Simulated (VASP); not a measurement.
# Pd (Fm-3m) in VASP: notebook

Aim: see how the results for Pd move with the level of theory and the settings. Levels: BLYP, PBE, r2SCAN+U. Tasks: single point.

Program: VASP 6.6.1. These are calculated values, not measurements. Logs are shortened: lines on timing, memory, paths and dates and some standing lists are left out, and cuts for length are marked.

## Step 1: The cell of the first run

Symmetry: Fm-3m, No. 225, cubic system. Conventional cell: a = 3.893 Å, b = 3.893 Å, c = 3.893 Å, α = 90.00°, β = 90.00°, γ = 90.00°. Within 3.6 Å of Pd (site symmetry m-3m) lie 12 Pd at 2.75 Å.

## Step 2: Single point, BLYP

Input file INCAR:

```
AGGAC = 1.0
AGGAX = 1.0
ALDAC = 0.0
ALDAX = 1.0
ALGO = Fast
EDIFF = 1E-6
ENCUT = 520
GGA = B5
ISIF = 2
ISMEAR = -1
LASPH = T
LCHARG = F
LREAL = F
LWAVE = F
NBANDS = 11
NELM = 80
PREC = Accurate
SIGMA = 0.05
```

Input file KPOINTS:

```
k-points
0
Gamma
  12 12 12
```

Input file POSCAR:

```
Pd
1.0
    0.0000000000      1.9465000000      1.9465000000
    1.9465000000      0.0000000000      1.9465000000
    1.9465000000      1.9465000000      0.0000000000
Pd
1
Direct
    0.0000000000      0.0000000000      0.0000000000
```

Potentials or basis: VASP PAW PBE potentials, release 64 (Pd).

On the command line:

```bash
cat potpaw_PBE.64/Pd/POTCAR > POTCAR
mpirun -np 1 vasp_std > vasp.out
```

OUTCAR:

```text
EDIFF = 1E-6
   ENCUT = 520
   GGA = B5
   ISIF = 2
   ISMEAR = -1
   LASPH = T
   LREAL = F
   NELM = 80
   PREC = Accurate

 ion  position               nearest neighbor table
   1  0.000  0.000  0.000-

  LATTYP: Found a face centered cubic cell.
 ALAT       =     3.8930000000

  Lattice vectors:

 A1 = (   0.0000000000,   1.9465000000,   1.9465000000)
 A2 = (   1.9465000000,   0.0000000000,   1.9465000000)
 A3 = (   1.9465000000,   1.9465000000,   0.0000000000)

Analysis of symmetry for initial positions (statically):
[... 33 lines left out ...]
                                     Primitive cell

  volume of cell :      14.7500

  direct lattice vectors                    reciprocal lattice vectors
     0.000000000  1.946500000  1.946500000    -0.256871307  0.256871307  0.256871307
     1.946500000  0.000000000  1.946500000     0.256871307 -0.256871307  0.256871307
     1.946500000  1.946500000  0.000000000     0.256871307  0.256871307 -0.256871307

  length of vectors
     2.752766699  2.752766699  2.752766699     0.444914156  0.444914156  0.444914156

  position of ions in fractional coordinates (direct lattice)
     0.000000000  0.000000000  0.000000000

  ion indices of the primitive-cell ions
   primitive index   ion index
                 1           1

----------------------------------------------------------------------------------------

 KPOINTS: k-points

Automatic generation of k-mesh.
 Grid dimensions read from file:
 generate k-points for:   12   12   12

 Generating k-lattice:

  Cartesian coordinates                     Fractional coordinates (reciprocal lattice)
    -0.021405942  0.021405942  0.021405942     0.083333333  0.000000000  0.000000000
     0.021405942 -0.021405942  0.021405942     0.000000000  0.083333333  0.000000000
     0.021405942  0.021405942 -0.021405942     0.000000000  0.000000000  0.083333333

  Length of vectors
     0.037076180  0.037076180  0.037076180

  Shift w.r.t. Gamma in fractional coordinates (k-lattice)
     0.000000000  0.000000000  0.000000000

 Subroutine IBZKPT returns following result:
 ===========================================

 Found     72 irreducible k-points:

 Following reciprocal coordinates:
            Coordinates               Weight
  0.000000  0.000000  0.000000      1.000000
  0.083333  0.000000  0.000000      8.000000
  0.166667  0.000000  0.000000      8.000000
  0.250000  0.000000  0.000000      8.000000
  0.333333  0.000000  0.000000      8.000000
  0.416667  0.000000  0.000000      8.000000
[... 16 lines left out ...]
  0.500000  0.166667  0.000000     24.000000
 -0.416667  0.166667  0.000000     24.000000
 [... further k-points ...]
   k-points           NKPTS =     72   k-points in BZ     NKDIM =     72   number of bands    NBANDS=     11
   number of dos      NEDOS =    301   number of ions     NIONS =      1
   total plane-waves  NPLWV =   8000
   dimension x,y,z NGX =    20 NGY =   20 NGZ =   20
   dimension x,y,z NGXF=    40 NGYF=   40 NGZF=   40
   ions per type =               1
   NGX,Y,Z   is equivalent  to a cutoff of  12.08, 12.08, 12.08 a.u.
   NGXF,Y,Z  is equivalent  to a cutoff of  24.16, 24.16, 24.16 a.u.
 SYSTEM =  unknown system
   PREC   = accura    normal or accurate (medium, high low for compatibility)
   ISTART =      0    job   : 0-new  1-cont  2-samecut
   ICHARG =      2    charge: 1-file 2-atom 10-const
   ISPIN  =      1    spin polarized calculation?
   LNONCOLLINEAR =      F non collinear calculations
   LSORBIT =      F    spin-orbit coupling
   LASPH  =      T    aspherical Exc in radial PAW
   ENCUT  =  520.0 eV  38.22 Ry    6.18 a.u.   5.12  5.12  5.12*2*pi/ulx,y,z
   NELM   =     80;   NELMIN=  2; NELMDL= -5     # of ELM steps
   EDIFF  = 0.1E-05   stopping-criterion for ELM
   LREAL  =      F    real-space projection
   EDIFFG = 0.1E-04   stopping-criterion for IOM
   NSW    =      0    number of steps for IOM
   IBRION =     -1    ionic relax: 0-MD 1-quasi-New 2-CG
   NFREE  =      0    steps in history (QN), initial steepest desc. (CG)
   ISIF   =      2    stress and relaxation
   ISYM   =      2    0-nonsym 1-usesym 2-fastsym
   POTIM  = 0.5000    time-step for ionic-motion
   TEBEG  =    0.0;   TEEND  =   0.0 temperature during run
   PSTRESS=    0.0 pullay stress
   NELECT =      10.0000    total number of electrons
   NUPDOWN=      -1.0000    fix difference up-down
   EMIN   =  10.00;   EMAX   =-10.00  energy-range for DOS
   EFERMI =   0.00;   METHOD = LEGACY
   ISMEAR =    -1;   SIGMA  =   0.05  broadening in eV -4-tet -1-fermi 0-gaus
   EFERMI_NEDOS =   21; number of points for ismear=-14 and -15
   IALGO  =     68    algorithm
   IMIX   =      4    mixing-type and parameters
     AMIX     =   0.40;   BMIX     =  1.00
     AMIX_MAG =   1.60;   BMIX_MAG =  1.00
  volume/ion in A,a.u.               =      14.75        99.54
  Fermi-wavevector in a.u.,A,eV,Ry     =   1.438171  2.717748 28.141404  2.068335
  Thomas-Fermi vector in A             =   2.557167
   LORBIT       =      0    0 simple, 1 ext, 2 COOP (PROOUT), +10 PAW based schemes
   GGA     = B5    functional components
   LHFCALC =     F    Hartree Fock is set to
   AEXX    =    0.0000 exact exchange contribution
   IVDW    =     0    specifies the selected vdW correction
   LEPSILON=     F    determine dielectric tensor
   LRPA    =     F    only Hartree local field effects (RPA)
 non-spin polarized calculation
 RMM-DIIS sequential band-by-band and
  energy-cutoff  :      520.00
  volume of cell :       14.75
 maximum number of plane-waves:       415
   NGX = 11   NGY = 11   NGZ = 11

 number of electron      10.0000000 magnetization

 number of electron       9.9999999 magnetization

 Free energy of the ion-electron system (eV)
  ---------------------------------------------------
  ext. energy  EPLUGINS =         0.00000000
  ---------------------------------------------------
  free energy    TOTEN  =        -4.30828970 eV

  energy without entropy =       -4.28909858  energy(sigma->0) =       -4.29869414

 E-fermi :  10.2712     XC(G=0): -12.5467

 val. band max:       10.2695250308   @ k =  -0.4167   0.4167   0.1667
 cond. band min:      10.2720656491   @ k =   0.5000   0.0833   0.0000
 fundamental gap:      0.0025406183
 Fermi energy:        10.2711901366

 k-point     1 :       0.0000    0.0000    0.0000
  band No.  band energies     occupation
      1       3.3235      2.00000
      2       7.4419      2.00000
      3       7.4419      2.00000
      4       7.4419      2.00000
      5       9.0419      2.00000
      6       9.0419      2.00000
      7      27.8090      0.00000
      8      32.4119      0.00000
      9      32.4119      0.00000
     10      32.4119      0.00000
     11      36.3517      0.00000

 k-point     2 :       0.0833    0.0000    0.0000
  band No.  band energies     occupation
      1       3.5742      2.00000
      2       7.3598      2.00000
      3       7.5271      2.00000
      4       7.5271      2.00000
      5       9.0038      2.00000
      6       9.0038      2.00000
      7      28.0609      0.00000
      8      30.9829      0.00000
      9      32.6993      0.00000
     10      32.6993      0.00000
     11      36.3502      0.00000

 k-point     3 :       0.1667    0.0000    0.0000
  band No.  band energies     occupation
      1       4.2476      2.00000
      2       7.2273      2.00000
      3       7.6990      2.00000
      4       7.6990      2.00000
      5       8.9808      2.00000
      6       8.9808      2.00000
      7      27.8080      0.00000
      8      29.1037      0.00000
      9      33.4419      0.00000
     10      33.4419      0.00000
     11      36.8056      0.00000

 k-point     4 :       0.2500    0.0000    0.0000
  band No.  band energies     occupation
      1       4.9669      2.00000
      2       7.4889      2.00000
      3       7.7337      2.00000
      4       7.7337      2.00000
      5       9.2005      2.00000
      6       9.2005      2.00000
      7      25.0194      0.00000
      8      28.8737      0.00000
      9      34.0372      0.00000
     10      34.0372      0.00000
     11      36.3174      0.00000

 k-point     5 :       0.3333    0.0000    0.0000
  band No.  band energies     occupation
      1       5.1724      2.00000
      2       7.5968      2.00000
      3       7.5968      2.00000
      4       8.7198      2.00000
      5       9.6584      1.99999
      6       9.6584      1.99999
      7      21.9000      0.00000
      8      28.1346      0.00000
      9      33.1256      0.00000
     10      33.1256      0.00000
     11      36.9311      0.00000

 k-point     6 :       0.4167    0.0000    0.0000
  band No.  band energies     occupation
      1       5.0929      2.00000
      2       7.4514      2.00000
      3       7.4514      2.00000
      4      10.0876      1.95042
      5      10.0876      1.95042
      6      10.5060      0.01811
      7      19.0627      0.00000
      8      27.4561      0.00000
      9      31.8926      0.00000
     10      31.8926      0.00000
     11      37.6514      0.00000

 k-point     7 :       0.5000    0.0000    0.0000
  band No.  band energies     occupation
      1       5.0417      2.00000
      2       7.3942      2.00000
      3       7.3942      2.00000
      4      10.2607      1.10445
      5      10.2607      1.10444
      6      11.5733      0.00000
      7      17.6503      0.00000
      8      27.2058      0.00000
      9      31.4141      0.00000
     10      31.4141      0.00000
     11      36.1851      0.00000

 k-point     8 :       0.0833    0.0833    0.0000
  band No.  band energies     occupation
      1       3.6583      2.00000
      2       7.2631      2.00000
      3       7.5952      2.00000
      4       7.5952      2.00000
      5       8.8576      2.00000
      6       9.1151      2.00000
      7      28.1769      0.00000
      8      31.4567      0.00000
      9      32.1712      0.00000
     10      32.1712      0.00000
     11      36.1928      0.00000
[... 141 lines left out ...]
 k-point    19 :       0.1667    0.1667    0.0000
  band No.  band energies     occupation
      1       4.5618      2.00000
      2       6.8012      2.00000
      3       8.0414      2.00000
      4       8.0414      2.00000
      5       8.4543      2.00000
      6       9.3189      2.00000
      7      29.1359      0.00000
      8      30.1669      0.00000
      9      30.8886      0.00000
     10      30.8886      0.00000
     11      36.1416      0.00000

 k-point    20 :       0.2500    0.1667    0.0000
  band No.  band energies     occupation
      1       5.1975      2.00000
      2       6.5691      2.00000
      3       7.9632      2.00000
      4       8.2766      2.00000
      5       8.8201      2.00000
      6       9.5053      2.00000
      7      27.6065      0.00000
      8      29.5536      0.00000
      9      29.9998      0.00000
     10      31.4267      0.00000
     11      35.7795      0.00000

 k-point    21 :       0.3333    0.1667    0.0000
  band No.  band energies     occupation
      1       5.6556      2.00000
      2       6.6989      2.00000
      3       7.6375      2.00000
      4       8.2880      2.00000
      5       9.8646      1.99941
      6       9.9361      1.99754
      7      24.4424      0.00000
      8      28.8973      0.00000
      9      29.3038      0.00000
     10      31.5799      0.00000
     11      36.4308      0.00000

 k-point    22 :       0.4167    0.1667    0.0000
  band No.  band energies     occupation
      1       5.6443      2.00000
      2       7.0623      2.00000
      3       7.6747      2.00000
      4       8.1479      2.00000
      5      10.2148      1.51109
      6      11.5811      0.00000
      7      21.2251      0.00000
      8      27.8838      0.00000
      9      28.9468      0.00000
     10      30.7676      0.00000
     11      36.3363      0.00000

 k-point    23 :       0.5000    0.1667    0.0000
  band No.  band energies     occupation
      1       5.5978      2.00000
      2       6.9858      2.00000
      3       8.0016      2.00000
      4       8.2198      2.00000
      5      10.3041      0.68258
      6      13.5128      0.00000
      7      18.4646      0.00000
      8      26.9946      0.00000
      9      29.2024      0.00000
     10      29.8208      0.00000
     11      36.2190      0.00000

 k-point    24 :      -0.4167    0.1667    0.0000
  band No.  band energies     occupation
      1       5.6500      2.00000
      2       6.9888      2.00000
      3       7.9321      2.00000
      4       8.4317      2.00000
      5      10.0350      1.98240
      6      14.0791      0.00000
      7      17.9408      0.00000
      8      26.3744      0.00000
      9      29.3648      0.00000
     10      30.2551      0.00000
     11      36.2605      0.00000

 [... further k-points ...]
[... 5 lines left out ...]
  --------------------------------------------------------------------------------------
  -------------------------------------------------------------------------------------
  Total        1.6999165      1.6999165      1.6999165     -0.0000000      0.0000000      0.0000000
  in kB      184.6481443    184.6481443    184.6481443     -0.0000000      0.0000000      0.0000000
  external PRESSURE =     184.6481443 kB  Pullay stress =       0.0000000 kB

 VOLUME and BASIS-vectors are now :
 -----------------------------------------------------------------------------
  energy-cutoff  :      520.00
  volume of cell :       14.75
      direct lattice vectors                 reciprocal lattice vectors
     0.000000000  1.946500000  1.946500000    -0.256871307  0.256871307  0.256871307
     1.946500000  0.000000000  1.946500000     0.256871307 -0.256871307  0.256871307
     1.946500000  1.946500000  0.000000000     0.256871307  0.256871307 -0.256871307

 POSITION                                       TOTAL-FORCE (eV/Angst)
 -----------------------------------------------------------------------------------
      0.00000      0.00000      0.00000         0.000000      0.000000      0.000000
 -----------------------------------------------------------------------------------
    total drift:                                0.000000      0.000000      0.000000

  FREE ENERGIE OF THE ION-ELECTRON SYSTEM (eV)
  ---------------------------------------------------
  free  energy   TOTEN  =        -4.3082896989 eV

  energy  without entropy=       -4.2890985775  energy(sigma->0) =       -4.29869414
```

It took 13 s on 1 thread of Intel Xeon Platinum 8488C (Sapphire Rapids), shared host; peak memory 0.13 GiB.

What came out:

```yaml
Free_energy: -4.3083 eV
Pressure: 18.5 GPa
Band_gap_on_the_k_mesh: zero (band 5 reaches 10.59 eV, above the bottom of band 6 at 8.98 eV)
```

Caveat: the PAW data sets were made with another functional, which shifts forces and pressure a little.

## Step 3: Single point, PBE

Input file INCAR:

```
  ALGO = Fast
  EDIFF = 1E-7
  ENCUT = 520
  GGA = PE
  ISIF = 2
  ISMEAR = 0
  LASPH = True
  LCHARG = True
  LELF = True
  LREAL = False
  LVHAR = True
  LWAVE = False
  NBANDS = 11
  NELM = 60
  PREC = Accurate
  SIGMA = 0.012
```

KPOINTS is that of step 2.

POSCAR is that of step 2.

Potentials or basis: VASP PAW PBE potentials, release 64 (Pd).

On the command line:

```bash
cat potpaw_PBE.64/Pd/POTCAR > POTCAR
mpirun -np 1 vasp_std > vasp.out
```

Run time: 9.3 s. Hardware: 1 thread of Intel Xeon Platinum 8488C (Sapphire Rapids), shared host; peak memory 0.13 GiB.

Results (log left out):

| Quantity | Value |
| --- | --- |
| Free energy | -5.2074 eV |
| Pressure | 6.6 GPa |
| Band gap on the k mesh | zero (band 5 reaches 10.06 eV, above the bottom of band 6 at 8.48 eV) |

Levels at points of the mesh, in eV from the Fermi level:
| k point | band 2 | band 3 | band 4 | band 5 | band 6 | band 7 | band 8 | band 9 |
| --- | --- | --- | --- | --- | --- | --- | --- | --- |
| (0.00, 0.00, 0.00) | -2.81 | -2.81 | -2.81 | -1.20 | -1.20 | 17.23 | 22.01 | 22.01 |
| (0.50, 0.00, 0.00) | -2.86 | -2.86 | 0.00 | 0.00 | 1.05 | 7.35 | 16.59 | 21.14 |
| (0.50, 0.50, 0.00) | -5.08 | -0.03 | 0.31 | 0.31 | 3.38 | 10.81 | 13.25 | 13.25 |

(Continued in part 2 of 2.)
